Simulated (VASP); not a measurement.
# KZnF3 (P4/mmm) in VASP: notebook

Runs on KZnF3. Level: PBE. Tasks: single point.

All numbers are computed with VASP 6.6.1; they aren't measurements. Logs are shortened: lines on timing, memory, paths and dates and some standing lists are left out, and cuts for length are marked.

### Step 1. The cell of the first run

The structure is tetragonal, space group P4/mmm (No. 123). The conventional cell has a = 4.546 Å, b = 4.546 Å, c = 3.214 Å, α = 90.00°, β = 90.00°, γ = 90.00°. Within 3.7 Å of K (site symmetry 4/mmm) lie 12 F at 2.78 to 3.21 Å and 2 K at 3.21 Å and 8 Zn at 3.59 Å. Within 2.1 Å of Zn (site symmetry 4/mmm) lie 2 F at 1.61 Å. Within 2.1 Å of F (site symmetry 4/mmm) lie 2 Zn at 1.61 Å. F (site symmetry mmm) has 2 Zn at 2.27 Å and 4 K at 2.78 Å and 4 F at 2.78 Å within 3.0 Å.

### Step 2. Single point, PBE

INCAR reads:

```
SYSTEM = KZnF3
PREC     = Accurate       ! precision mode
ENCUT    = 520            ! plane-wave cutoff, eV
EDIFF    = 1E-7           ! SCF threshold, eV
ISMEAR   = 0              ! smearing method
SIGMA    = 0.05           ! smearing width, eV
LREAL    = .FALSE.        ! projectors in reciprocal space
LASPH    = .TRUE.         ! aspherical terms in the spheres
NELM     = 60             ! most SCF steps
ALGO     = Normal         ! electronic algorithm
ISIF     = 2              ! what is computed and relaxed
LWAVE    = .FALSE.        ! write WAVECAR
LCHARG   = .TRUE.         ! write CHGCAR
GGA      = PE             ! functional
LELF     = .TRUE.         ! ELF
LVHAR    = .TRUE.       
NBANDS   = 29             ! bands
```

KPOINTS reads:

```
regular mesh
0
G
  6 6 6
  0 0 0
```

POSCAR reads:

```
KZnF3
1.0
    4.5462001499      0.0000000000      0.0000000000
    0.0000000000      4.5462001499      0.0000000000
    0.0000000000      0.0000000000      3.2141635060
K Zn F
1 1 3
Direct
    0.0000000000      0.0000000000      0.0000000000
    0.5000000000      0.5000000000      0.5000000000
    0.5000000000      0.5000000000      0.0000000000
    0.0000000000      0.5000000000      0.5000000000
    0.5000000000      0.0000000000      0.5000000000
```

Potentials or basis: VASP PAW PBE potentials, release 64 (K_sv, Zn, F).

Run with:

```console
cat potpaw_PBE.64/K_sv/POTCAR potpaw_PBE.64/Zn/POTCAR potpaw_PBE.64/F/POTCAR > POTCAR
mpirun -np 1 vasp_std > vasp.out
```

OUTCAR:

```text
SYSTEM = KZnF3
   PREC = Accurate
   ENCUT = 520
   EDIFF = 1E-7
   ISMEAR = 0
   LREAL = .FALSE.
   LASPH = .TRUE.
   NELM = 60
   ISIF = 2
   GGA = PE

 ion  position               nearest neighbor table
   1  0.000  0.000  0.000-   4 2.78   5 2.78   4 2.78   5 2.78   4 2.78   4 2.78   5 2.78   5 2.78

   2  0.500  0.500  0.500-   3 1.61   3 1.61   5 2.27   4 2.27   5 2.27   4 2.27
   3  0.500  0.500  0.000-   2 1.61   2 1.61
   4  0.000  0.500  0.500-   2 2.27   2 2.27   1 2.78   1 2.78   1 2.78   1 2.78
   5  0.500  0.000  0.500-   2 2.27   2 2.27   1 2.78   1 2.78   1 2.78   1 2.78

  LATTYP: Found a simple tetragonal cell.
 ALAT       =     4.5462001499
 C/A-ratio  =     0.7070000000

  Lattice vectors:

 A1 = (   4.5462001499,   0.0000000000,   0.0000000000)
 A2 = (   0.0000000000,   4.5462001499,   0.0000000000)
 A3 = (   0.0000000000,   0.0000000000,   3.2141635060)

Analysis of symmetry for initial positions (statically):
=====================================================================
 Subroutine PRICEL returns:
 Original cell was already a primitive cell.

 Routine SETGRP: Setting up the symmetry group for a
 simple tetragonal supercell.

 Subroutine GETGRP returns: Found 16 space group operations
 (whereof 16 operations were pure point group operations)
 out of a pool of 16 trial point group operations.

The static configuration has the point symmetry D_4h.

Analysis of symmetry for dynamics (positions and initial velocities):
=====================================================================
 Subroutine PRICEL returns:
 Original cell was already a primitive cell.

 Routine SETGRP: Setting up the symmetry group for a
 simple tetragonal supercell.

 Subroutine GETGRP returns: Found 16 space group operations
 (whereof 16 operations were pure point group operations)
 out of a pool of 16 trial point group operations.

The dynamic configuration has the point symmetry D_4h.

 Subroutine INISYM returns: Found 16 space group operations
 (whereof 16 operations are pure point group operations),
 and found     1 'primitive' translations

----------------------------------------------------------------------------------------

                                     Primitive cell

  volume of cell :      66.4301

  direct lattice vectors                    reciprocal lattice vectors
     4.546200150  0.000000000  0.000000000     0.219963919  0.000000000  0.000000000
     0.000000000  4.546200150  0.000000000     0.000000000  0.219963919  0.000000000
     0.000000000  0.000000000  3.214163506     0.000000000  0.000000000  0.311122940

  length of vectors
     4.546200150  4.546200150  3.214163506     0.219963919  0.219963919  0.311122940

  position of ions in fractional coordinates (direct lattice)
     0.000000000  0.000000000  0.000000000
     0.500000000  0.500000000  0.500000000
     0.500000000  0.500000000  0.000000000
     0.000000000  0.500000000  0.500000000
     0.500000000  0.000000000  0.500000000

  ion indices of the primitive-cell ions
   primitive index   ion index
                 1           1
                 2           2
                 3           3
                 4           4
                 5           5

----------------------------------------------------------------------------------------

 KPOINTS: regular mesh

Automatic generation of k-mesh.
 Grid dimensions read from file:
 generate k-points for:    6    6    6

 Generating k-lattice:

  Cartesian coordinates                     Fractional coordinates (reciprocal lattice)
     0.036660653  0.000000000  0.000000000     0.166666667  0.000000000  0.000000000
     0.000000000  0.036660653  0.000000000     0.000000000  0.166666667  0.000000000
     0.000000000  0.000000000  0.051853823     0.000000000  0.000000000  0.166666667

  Length of vectors
     0.036660653  0.036660653  0.051853823

  Shift w.r.t. Gamma in fractional coordinates (k-lattice)
     0.000000000  0.000000000  0.000000000

 Subroutine IBZKPT returns following result:
 ===========================================

 Found     40 irreducible k-points:

 Following reciprocal coordinates:
            Coordinates               Weight
  0.000000  0.000000  0.000000      1.000000
  0.166667  0.000000  0.000000      4.000000
  0.333333  0.000000  0.000000      4.000000
  0.500000  0.000000  0.000000      2.000000
  0.166667  0.166667  0.000000      4.000000
  0.333333  0.166667  0.000000      8.000000
[... 16 lines left out ...]
  0.333333  0.000000  0.333333      8.000000
  0.500000  0.000000  0.333333      4.000000
 [... further k-points ...]
   k-points           NKPTS =     40   k-points in BZ     NKDIM =     40   number of bands    NBANDS=     29
   number of dos      NEDOS =    301   number of ions     NIONS =      5
   total plane-waves  NPLWV =  31104
   dimension x,y,z NGX =    36 NGY =   36 NGZ =   24
   dimension x,y,z NGXF=    72 NGYF=   72 NGZF=   48
   ions per type =               1   1   3
[... 52 lines left out ...]

 Free energy of the ion-electron system (eV)
  ---------------------------------------------------
  ext. energy  EPLUGINS =         0.00000000
  ---------------------------------------------------
  free energy    TOTEN  =       -17.73576808 eV

  energy without entropy =      -17.73576808  energy(sigma->0) =      -17.73576808

 E-fermi :   0.1915     XC(G=0):  -9.8460

 val. band max:       -0.0654202639   @ k =   0.5000   0.5000   0.5000
 cond. band min:       3.6685097868   @ k =   0.0000   0.0000   0.0000
 fundamental gap:      3.7339300507
 Fermi energy:         0.1915326096

 k-point     1 :       0.0000    0.0000    0.0000
  band No.  band energies     occupation
      1     -27.9281      2.00000
      2     -25.4621      2.00000
      3     -20.9411      2.00000
      4     -20.8219      2.00000
      5     -11.4567      2.00000
      6     -11.4567      2.00000
[... 21 lines left out ...]
     28      11.4035      0.00000
     29      11.6509      0.00000

 k-point     2 :       0.1667    0.0000    0.0000
  band No.  band energies     occupation
      1     -27.9252      2.00000
      2     -25.4616      2.00000
      3     -20.9386      2.00000
      4     -20.8355      2.00000
      5     -11.4510      2.00000
      6     -11.4229      2.00000
[... 21 lines left out ...]
     28      11.6237      0.00000
     29      11.6745      0.00000

 k-point     3 :       0.3333    0.0000    0.0000
  band No.  band energies     occupation
      1     -27.9193      2.00000
      2     -25.4603      2.00000
      3     -20.9304      2.00000
      4     -20.8650      2.00000
      5     -11.4393      2.00000
      6     -11.3543      2.00000
[... 21 lines left out ...]
     28      11.9337      0.00000
     29      11.9497      0.00000

 k-point     4 :       0.5000    0.0000    0.0000
  band No.  band energies     occupation
      1     -27.9164      2.00000
      2     -25.4597      2.00000
      3     -20.9222      2.00000
      4     -20.8841      2.00000
      5     -11.4335      2.00000
      6     -11.3197      2.00000
[... 21 lines left out ...]
     28      12.0530      0.00000
     29      12.0560      0.00000

 k-point     5 :       0.1667    0.1667    0.0000
  band No.  band energies     occupation
      1     -27.9224      2.00000
      2     -25.4606      2.00000
      3     -20.9367      2.00000
      4     -20.8484      2.00000
      5     -11.4232      2.00000
      6     -11.4145      2.00000
[... 21 lines left out ...]
     28      11.7678      0.00000
     29      11.7738      0.00000
[... 510 lines left out ...]
     28      11.1295      0.00000
     29      12.4932      0.00000

 k-point    22 :       0.1667    0.0000    0.3333
  band No.  band energies     occupation
      1     -27.8246      2.00000
      2     -25.0053      2.00000
      3     -20.9415      2.00000
      4     -20.7777      2.00000
      5     -11.6451      2.00000
      6     -11.3103      2.00000
[... 21 lines left out ...]
     28      11.0315      0.00000
     29      12.1373      0.00000

 k-point    23 :       0.3333    0.0000    0.3333
  band No.  band energies     occupation
      1     -27.8216      2.00000
      2     -25.0054      2.00000
      3     -20.9045      2.00000
      4     -20.8093      2.00000
      5     -11.6774      2.00000
      6     -11.3185      2.00000
[... 21 lines left out ...]
     28      10.8262      0.00000
     29      11.8428      0.00000

 k-point    24 :       0.5000    0.0000    0.3333
  band No.  band energies     occupation
      1     -27.8200      2.00000
      2     -25.0051      2.00000
      3     -20.8643      2.00000
      4     -20.8462      2.00000
      5     -11.6916      2.00000
      6     -11.3247      2.00000
[... 21 lines left out ...]
     28      10.9947      0.00000
     29      11.9261      0.00000

 [... further k-points ...]

------------------------ aborting loop because EDIFF is reached ----------------------------------------

  FORCE on cell =-STRESS in cart. coord.  units (eV):
  Direction    XX          YY          ZZ          XY          YZ          ZX
  --------------------------------------------------------------------------------------
  -------------------------------------------------------------------------------------
  Total       -0.3680215     -0.3680215     28.0376035      0.0000000     -0.0000000      0.0000000
  in kB       -8.8760287     -8.8760287    676.2174942      0.0000000     -0.0000000      0.0000000
  external PRESSURE =     219.4884789 kB  Pullay stress =       0.0000000 kB

 VOLUME and BASIS-vectors are now :
 -----------------------------------------------------------------------------
  energy-cutoff  :      520.00
  volume of cell :       66.43
      direct lattice vectors                 reciprocal lattice vectors
     4.546200150  0.000000000  0.000000000     0.219963919  0.000000000  0.000000000
     0.000000000  4.546200150  0.000000000     0.000000000  0.219963919  0.000000000
     0.000000000  0.000000000  3.214163506     0.000000000  0.000000000  0.311122940

 POSITION                                       TOTAL-FORCE (eV/Angst)
 -----------------------------------------------------------------------------------
      0.00000      0.00000      0.00000         0.000000      0.000000      0.000000
      2.27310      2.27310      1.60708         0.000000      0.000000      0.000000
      2.27310      2.27310      0.00000         0.000000      0.000000      0.000000
      0.00000      2.27310      1.60708         0.000000      0.000000      0.000000
      2.27310      0.00000      1.60708         0.000000      0.000000      0.000000
 -----------------------------------------------------------------------------------
    total drift:                                0.000000      0.000000      0.000000

  FREE ENERGIE OF THE ION-ELECTRON SYSTEM (eV)
  ---------------------------------------------------
  free  energy   TOTEN  =       -17.7357680755 eV

  energy  without entropy=      -17.7357680755  energy(sigma->0) =      -17.73576808
```

Wall time 92 s (1 thread of Intel Xeon 8259CL, shared host); peak memory 0.23 GiB.

Results:

| Item | Value |
| --- | --- |
| Free energy | -17.7358 eV |
| Pressure | 21.9 GPa |
| Band gap on the k mesh | 3.73 eV (least direct gap 5.38 eV) |

Levels at points of the mesh, in eV from the valence-band top:
```csv
k point,band 17,band 18,band 19,band 20,band 21,band 22,band 23,band 24,band 25,band 26
"(0.00, 0.00, 0.00)",-2.65,-1.99,-1.99,-1.70,-1.65,3.73,7.40,8.95,8.95,9.74
"(0.50, 0.00, 0.00)",-2.50,-2.05,-2.02,-1.75,-1.63,5.77,6.98,8.25,8.96,11.12
"(0.50, 0.50, 0.00)",-2.39,-1.97,-1.70,-1.70,-1.42,6.89,8.14,8.47,8.47,10.61
"(0.00, 0.00, 0.50)",-2.33,-2.33,-2.29,-2.16,-2.16,8.15,8.92,9.59,9.59,10.27
"(0.50, 0.00, 0.50)",-2.34,-2.32,-2.17,-2.10,-0.41,8.07,8.83,9.87,10.06,10.22
"(0.50, 0.50, 0.50)",-2.01,-2.01,-1.81,-1.37,0.00,7.17,7.17,8.22,10.21,10.54
```

Caveat: the cell stands under pressure. A k mesh can miss the band edges.

### Step 3. Single point, PBE

This run uses another cell than the first one, of the same volume but with other edges.

INCAR reads:

```
SYSTEM = KZnF3
PREC     = Accurate       ! precision mode
ENCUT    = 520            ! plane-wave cutoff, eV
EDIFF    = 1E-6           ! SCF threshold, eV
ISMEAR   = 0              ! smearing method
SIGMA    = 0.05           ! smearing width, eV
LREAL    = .FALSE.        ! projectors in reciprocal space
LASPH    = .TRUE.         ! aspherical terms in the spheres
NELM     = 100            ! most SCF steps
ALGO     = Normal         ! electronic algorithm
ISIF     = 2              ! what is computed and relaxed
LWAVE    = .FALSE.        ! write WAVECAR
LCHARG   = .FALSE.        ! write CHGCAR
GGA      = PE             ! functional
NBANDS   = 29             ! bands
```

KPOINTS reads:

```
Automatic mesh
0
G
  6 6 6
  0 0 0
```

POSCAR: that of step 2 with these lines changed.

```diff
@@ -2,5 +2,5 @@
 1.0
-    4.5462001499      0.0000000000      0.0000000000
-    0.0000000000      4.5462001499      0.0000000000
-    0.0000000000      0.0000000000      3.2141635060
+    3.6083214502      0.0000000000      0.0000000000
+    0.0000000000      3.6083214502      0.0000000000
+    0.0000000000      0.0000000000      5.1021665305
 K Zn F
```

Potentials or basis: VASP PAW PBE potentials, release 64 (K_sv, Zn, F).

Run with:

```console
cat potpaw_PBE.64/K_sv/POTCAR potpaw_PBE.64/Zn/POTCAR potpaw_PBE.64/F/POTCAR > POTCAR
mpirun -np 1 vasp_std > vasp.out
```

Wall time 99 s (1 thread of Intel Xeon 8259CL, shared host); peak memory 0.23 GiB.

Results (log left out):

```yaml
Free_energy: -18.7536 eV
Pressure: 19.8 GPa
Band_gap_on_the_k_mesh: 2.78 eV (least direct gap 5.37 eV)
```

Stress tensor (GPa, compression positive):
```
31.08  0.00  0.00
 0.00 31.08  0.00
 0.00  0.00 -2.61
```

Levels at points of the mesh, in eV from the valence-band top:
```csv
k point,band 19,band 20,band 21,band 22,band 23,band 24
"(0.00, 0.00, 0.00)",-2.91,-2.59,-2.59,2.78,6.94,8.16
"(0.50, 0.00, 0.00)",-3.02,-2.92,-2.44,6.23,7.09,7.70
"(0.50, 0.50, 0.00)",-2.67,-2.67,0.00,7.85,8.41,8.41
"(0.00, 0.00, 0.50)",-2.93,-2.58,-2.58,4.42,6.02,7.22
"(0.50, 0.00, 0.50)",-2.98,-2.93,-1.80,6.58,7.23,8.40
"(0.50, 0.50, 0.50)",-2.57,-2.30,0.00,6.31,6.96,6.96
```

Caveat: the cell stands under pressure.

### Step 4. Single point, PBE

This run uses another cell than the first one, of the same volume but with other edges.

INCAR reads:

```
PREC = Accurate ; ENCUT = 520
EDIFF = 1E-7 ; ISMEAR = 0
SIGMA = 0.05 ; LREAL = F
LASPH = T ; NELM = 60
ALGO = Normal ; ISIF = 2
LWAVE = F ; LCHARG = F
GGA = PE ; NBANDS = 29
```

KPOINTS reads:

```
Automatic mesh
0
Gamma
  6 6 6
```

POSCAR: that of step 3 with these lines changed.

```diff
@@ -2,5 +2,5 @@
 1.0
-    3.6083214502      0.0000000000      0.0000000000
-    0.0000000000      3.6083214502      0.0000000000
-    0.0000000000      0.0000000000      5.1021665305
+    4.2754521275      0.0000000000      0.0000000000
+    0.0000000000      4.2754521275      0.0000000000
+    0.0000000000      0.0000000000      3.6341343084
 K Zn F
```

Run with:

```console
cat potpaw_PBE.64/K_sv/POTCAR potpaw_PBE.64/Zn/POTCAR potpaw_PBE.64/F/POTCAR > POTCAR
mpirun -np 1 vasp_std > vasp.out
```

It took 91 s on 1 thread of Intel Xeon 8259CL, shared host; peak memory 0.22 GiB.

The run converged. Its results:

| Property | Result |
| --- | --- |
| Free energy | -19.8449 eV |
| Pressure | 8.3 GPa |
| Band gap on the k mesh | 3.50 eV (least direct gap 5.58 eV) |

Stress tensor (GPa, compression positive):
```
 1.40  0.00  0.00
 0.00  1.40  0.00
 0.00  0.00 22.08
```

Levels at points of the mesh, in eV from the valence-band top:
| k point | band 18 | band 19 | band 20 | band 21 | band 22 | band 23 | band 24 | band 25 |
| --- | --- | --- | --- | --- | --- | --- | --- | --- |
| (0.00, 0.00, 0.00) | -2.09 | -2.09 | -2.08 | -2.07 | 3.50 | 7.94 | 8.66 | 9.20 |
| (0.50, 0.00, 0.00) | -2.18 | -2.05 | -1.96 | -1.92 | 5.90 | 7.59 | 8.88 | 9.95 |
| (0.50, 0.50, 0.00) | -2.02 | -2.02 | -1.86 | -0.85 | 7.25 | 9.12 | 9.25 | 9.25 |
| (0.00, 0.00, 0.50) | -2.25 | -2.16 | -2.16 | -1.94 | 7.04 | 8.43 | 10.02 | 10.40 |
| (0.50, 0.00, 0.50) | -2.23 | -2.19 | -1.94 | -0.23 | 7.95 | 9.44 | 10.04 | 10.35 |
| (0.50, 0.50, 0.50) | -1.89 | -1.81 | -0.84 | 0.00 | 7.78 | 7.78 | 8.25 | 10.01 |

Caveat: the cell stands under pressure. A k mesh can miss the band edges.

### Step 5. The runs side by side

```csv
cell,gap on the mesh (eV),pressure (GPa)
"a = 4.546, b = 4.546, c = 3.214 Å, 5 atoms",3.73,21.9
"a = 3.608, b = 3.608, c = 5.102 Å, 5 atoms",2.78,19.8
"a = 4.275, b = 4.275, c = 3.634 Å, 5 atoms",3.50,8.3
```

Alike in all rows: task single point; level PBE; potentials or basis VASP PAW PBE potentials, release 64 (K_sv, Zn, F); no spin polarisation; k mesh 6 × 6 × 6; cutoff (eV) 520; smearing gaussian 0.05 eV.

Caveats: the cell stands under pressure.

Total energies depend on the potentials used, so only differences within one code and one set of settings carry meaning.
